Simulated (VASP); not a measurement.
# Si7Ge (P-42m) in VASP: single point with r2SCAN

Aim: the single point of Si7Ge with r2SCAN.

All numbers are computed with VASP 6.6.1; they aren't measurements. Logs are shortened: lines on timing, memory, paths and dates and some standing lists are left out, and cuts for length are marked.

**1. The cell of the first run**

Symmetry: P-42m, No. 111, tetragonal system. The conventional cell has a = 5.249 Å, b = 5.249 Å, c = 5.627 Å, α = 90.00°, β = 90.00°, γ = 90.00°. Si (site symmetry m) has 3 Si at 2.32 Å and 1 Ge at 2.35 Å within 3.1 Å. Si (site symmetry 222) has 4 Si at 2.32 Å within 3.1 Å. Within 3.1 Å of Si (site symmetry -42m) lie 4 Si at 2.32 Å. Within 3.1 Å of Ge (site symmetry -42m) lie 4 Si at 2.35 Å.

**2. Single point, r2SCAN**

Input file POSCAR:

```
Si7Ge
1.0
    5.2492496944      0.0000000000      0.0000000000
    0.0000000000      5.2492496944      0.0000000000
    0.0000000000      0.0000000000      5.6272936541
Si Ge
7 1
Direct
    0.2525764881      0.2525764881      0.2522609198
    0.0000000000      0.5000000000      0.5000000000
    0.5000000000      0.5000000000      0.0000000000
    0.5000000000      0.0000000000      0.5000000000
    0.7474235119      0.2525764881      0.7477390802
    0.7474235119      0.7474235119      0.2522609198
    0.2525764881      0.7474235119      0.7477390802
    0.0000000000      0.0000000000      0.0000000000
```

Input file INCAR.step1:

```
SYSTEM = Si7Ge
PREC = Accurate
ENCUT = 520
ISMEAR = 0
SIGMA = 0.02
LREAL = .False.
LASPH = .True.
NELM = 100
NBANDS = 31
GGA = PE
ALGO = Normal
EDIFF = 1E-4
LWAVE = .True.
LCHARG = .False.
```

Input file INCAR.step2:

```
SYSTEM = Si7Ge
PREC = Accurate
ENCUT = 520
EDIFF = 1E-6
ISMEAR = 0
SIGMA = 0.02
LREAL = .False.
LASPH = .True.
NELM = 100
ALGO = Normal
ISIF = 2
LWAVE = .False.
LCHARG = .False.
METAGGA = R2SCAN
LMIXTAU = .True.
NBANDS = 31
ISTART = 1
```

Input file KPOINTS:

```
regular mesh
0
Gamma
  8 8 8
  0 0 0
```

Potentials or basis: VASP PAW PBE potentials, release 64 (Si, Ge_d).

Command:

```sh
> cat potpaw_PBE.64/Si/POTCAR potpaw_PBE.64/Ge_d/POTCAR > POTCAR
> cp INCAR.step1 INCAR
> mpirun -np 1 vasp_std > vasp.out
> cp INCAR.step2 INCAR
> mpirun -np 1 vasp_std > vasp.out
```

OUTCAR:

```text
SYSTEM = Si7Ge
   PREC = Accurate
   ENCUT = 520
   EDIFF = 1E-6
   ISMEAR = 0
   LREAL = .False.
   LASPH = .True.
   NELM = 100
   ISIF = 2
   METAGGA = R2SCAN
   ISTART = 1

 ion  position               nearest neighbor table
   1  0.253  0.253  0.252-   2 2.32   4 2.32   3 2.32   8 2.35
   2  0.000  0.500  0.500-   1 2.32   5 2.32   6 2.32   7 2.32
   3  0.500  0.500  0.000-   1 2.32   5 2.32   6 2.32   7 2.32
   4  0.500  0.000  0.500-   1 2.32   5 2.32   6 2.32   7 2.32
   5  0.747  0.253  0.748-   2 2.32   4 2.32   3 2.32   8 2.35
   6  0.747  0.747  0.252-   2 2.32   4 2.32   3 2.32   8 2.35
   7  0.253  0.747  0.748-   2 2.32   4 2.32   3 2.32   8 2.35
   8  0.000  0.000  0.000-   1 2.35   5 2.35   6 2.35   7 2.35

  LATTYP: Found a simple tetragonal cell.
 ALAT       =     5.2492496944
 C/A-ratio  =     1.0720186658

  Lattice vectors:

 A1 = (   5.2492496944,   0.0000000000,   0.0000000000)
 A2 = (   0.0000000000,   5.2492496944,   0.0000000000)
 A3 = (   0.0000000000,   0.0000000000,   5.6272936541)

Analysis of symmetry for initial positions (statically):
=====================================================================
 Subroutine PRICEL returns:
 Original cell was already a primitive cell.

 Routine SETGRP: Setting up the symmetry group for a
 simple tetragonal supercell.

 Subroutine GETGRP returns: Found  8 space group operations
 (whereof  8 operations were pure point group operations)
 out of a pool of 16 trial point group operations.

The static configuration has the point symmetry D_2d.

Analysis of symmetry for dynamics (positions and initial velocities):
=====================================================================
 Subroutine PRICEL returns:
 Original cell was already a primitive cell.

 Routine SETGRP: Setting up the symmetry group for a
 simple tetragonal supercell.

 Subroutine GETGRP returns: Found  8 space group operations
 (whereof  8 operations were pure point group operations)
 out of a pool of 16 trial point group operations.

The dynamic configuration has the point symmetry D_2d.

 Subroutine INISYM returns: Found  8 space group operations
 (whereof  8 operations are pure point group operations),
 and found     1 'primitive' translations

[... 109 lines left out ...]
   NSW    =      0    number of steps for IOM
   IBRION =     -1    ionic relax: 0-MD 1-quasi-New 2-CG
   NFREE  =      0    steps in history (QN), initial steepest desc. (CG)
   ISIF   =      2    stress and relaxation
   ISYM   =      2    0-nonsym 1-usesym 2-fastsym
   POTIM  = 0.5000    time-step for ionic-motion
   TEBEG  =    0.0;   TEEND  =   0.0 temperature during run
   PSTRESS=    0.0 pullay stress
   NELECT =      42.0000    total number of electrons
   NUPDOWN=      -1.0000    fix difference up-down
   EMIN   =  10.00;   EMAX   =-10.00  energy-range for DOS
   EFERMI =   0.00;   METHOD = LEGACY
   ISMEAR =     0;   SIGMA  =   0.02  broadening in eV -4-tet -1-fermi 0-gaus
   EFERMI_NEDOS =   21; number of points for ismear=-14 and -15
   IALGO  =     38    algorithm
   IMIX   =      4    mixing-type and parameters
     AMIX     =   0.40;   BMIX     =  1.00
     AMIX_MAG =   1.60;   BMIX_MAG =  1.00
  volume/ion in A,a.u.               =      19.38       130.80
  Fermi-wavevector in a.u.,A,eV,Ry     =   1.059237  2.001668 15.265513  1.121984
  Thomas-Fermi vector in A             =   2.194575
   LORBIT       =      0    0 simple, 1 ext, 2 COOP (PROOUT), +10 PAW based schemes
   METAGGA = R2SCAN    functional components
   LHFCALC =     F    Hartree Fock is set to
   AEXX    =    0.0000 exact exchange contribution
   IVDW    =     0    specifies the selected vdW correction
   LEPSILON=     F    determine dielectric tensor
   LRPA    =     F    only Hartree local field effects (RPA)
 non-spin polarized calculation
 Gauss-broadening in eV      SIGMA  =   0.02
  energy-cutoff  :      520.00
  volume of cell :      155.06
 maximum number of plane-waves:      4216
 NGX is ok and might be reduce to    40
   NGX = 19   NGY = 19   NGZ = 21

 number of electron      42.0000008 magnetization

 Free energy of the ion-electron system (eV)
  ---------------------------------------------------
  ext. energy  EPLUGINS =         0.00000000
  ---------------------------------------------------
  free energy    TOTEN  =       -74.95352066 eV

  energy without entropy =      -74.95352066  energy(sigma->0) =      -74.95352066

 E-fermi :   6.3879     XC(G=0): -10.1993

 val. band max:        6.2985647342   @ k =   0.0000   0.0000   0.0000
 cond. band min:       6.5082183795   @ k =   0.0000   0.0000   0.0000
 fundamental gap:      0.2096536452
 Fermi energy:         6.3879252371

 k-point     1 :       0.0000    0.0000    0.0000
  band No.  band energies     occupation
      1     -18.7248      2.00000
      2     -18.7248      2.00000
      3     -18.7240      2.00000
      4     -18.6920      2.00000
      5     -18.6870      2.00000
      6      -6.8808      2.00000
[... 805 lines left out ...]
     30      11.2182      0.00000
     31      11.2750      0.00000

 [... further k-points ...]

------------------------ aborting loop because EDIFF is reached ----------------------------------------

  FORCE on cell =-STRESS in cart. coord.  units (eV):
  Direction    XX          YY          ZZ          XY          YZ          ZX
  --------------------------------------------------------------------------------------
  -------------------------------------------------------------------------------------
  Total        7.7035523      7.7035523     -0.2231624      0.0000000     -0.0000000      0.0000000
  in kB       79.5989936     79.5989936     -2.3058849      0.0000000     -0.0000000      0.0000000
  external PRESSURE =      52.2973674 kB  Pullay stress =       0.0000000 kB

 VOLUME and BASIS-vectors are now :
 -----------------------------------------------------------------------------
  energy-cutoff  :      520.00
  volume of cell :      155.06
      direct lattice vectors                 reciprocal lattice vectors
     5.249249694  0.000000000  0.000000000     0.190503416  0.000000000  0.000000000
     0.000000000  5.249249694  0.000000000     0.000000000  0.190503416  0.000000000
     0.000000000  0.000000000  5.627293654     0.000000000  0.000000000  0.177705317

 POSITION                                       TOTAL-FORCE (eV/Angst)
 -----------------------------------------------------------------------------------
      1.32584      1.32584      1.41955         0.010018      0.010018      0.011506
      0.00000      2.62462      2.81365        -0.000000      0.000000     -0.000000
      2.62462      2.62462      0.00000        -0.000000     -0.000000     -0.000000
      2.62462      0.00000      2.81365        -0.000000      0.000000     -0.000000
      3.92341      1.32584      4.20775        -0.010018      0.010018     -0.011506
      3.92341      3.92341      1.41955        -0.010018     -0.010018      0.011506
      1.32584      3.92341      4.20775         0.010018     -0.010018     -0.011506
      0.00000      0.00000      0.00000        -0.000000      0.000000     -0.000000
 -----------------------------------------------------------------------------------
    total drift:                               -0.000000     -0.000000     -0.000000

  FREE ENERGIE OF THE ION-ELECTRON SYSTEM (eV)
  ---------------------------------------------------
  free  energy   TOTEN  =       -74.9535206642 eV

  energy  without entropy=      -74.9535206642  energy(sigma->0) =      -74.95352066
```

It took 11 min on 1 thread of AMD EPYC 9R45 (Zen 5), shared host; peak memory 0.43 GiB.

What came out:

| Quantity | Value |
| --- | --- |
| Free energy | -74.9535 eV |
| Pressure | 5.2 GPa |
| Largest force | 0.018 eV/Å |
| Band gap on the k mesh | 0.21 eV |

Forces in eV/Å, atoms in the order of the input:
```
Si   0.010  0.010  0.012
Si   0.000  0.000  0.000
Si   0.000  0.000  0.000
Si   0.000  0.000  0.000
Si  -0.010  0.010 -0.012
Si  -0.010 -0.010  0.012
Si   0.010 -0.010 -0.012
Ge   0.000  0.000  0.000
```

Caveat: the cell stands under pressure; the PAW data sets were made with another functional, which shifts forces and pressure a little.
